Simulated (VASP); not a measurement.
Mg3Ti, 4 atoms in the cell. The structure is tetragonal, space group I4/mmm (No. 139). The conventional cell has a = 4.402 Å, b = 4.402 Å, c = 8.755 Å, α = 90.00°, β = 90.00°, γ = 90.00°. Within 4.1 Å of Mg (site symmetry 4/mmm) lie 8 Mg at 3.10 Å and 4 Ti at 3.11 Å. Within 4.1 Å of Mg (site symmetry -4m2) lie 8 Mg at 3.10 to 3.11 Å and 4 Ti at 3.10 Å. Ti (site symmetry 4/mmm) has 12 Mg at 3.10 to 3.11 Å within 4.1 Å. 

```yaml
Program: VASP 6.6.1
Task: single point
Functional: PBE
Potentials_or_basis: VASP PAW PBE potentials, release 64 (Mg, Ti_sv)
Cutoff: 520 eV
k_mesh: 1 × 1 × 5
Occupations: gaussian, width 0.1 eV
Spin: no spin polarisation
Hubbard_terms: Ti d U = 9.0 eV, J = 0.73 eV
Dipole_correction: no
LDAUTYPE: 1
Hund's_J: 0.73
Further_INCAR_settings: ALGO = Normal; EDIFF = 1e-06; NBANDS = 17; ISYM = 0
```

Potentials or basis: VASP PAW PBE potentials, release 64 (Mg, Ti_sv).

Run with:

```console
$ cat potpaw_PBE.64/Mg/POTCAR potpaw_PBE.64/Ti_sv/POTCAR > POTCAR
$ mpirun -np 1 vasp_std > vasp.out
```

Hardware: 1 thread of Intel(R) Xeon(R) 6975P-C (Granite Rapids) (shared host).

**Question.** How long does it take, and how much memory?

**Answer.** It took 9.3 s on 1 thread of Intel(R) Xeon(R) 6975P-C (Granite Rapids) (shared host), peak memory 0.22 GiB. Counts: scf iterations 19, k points 3.
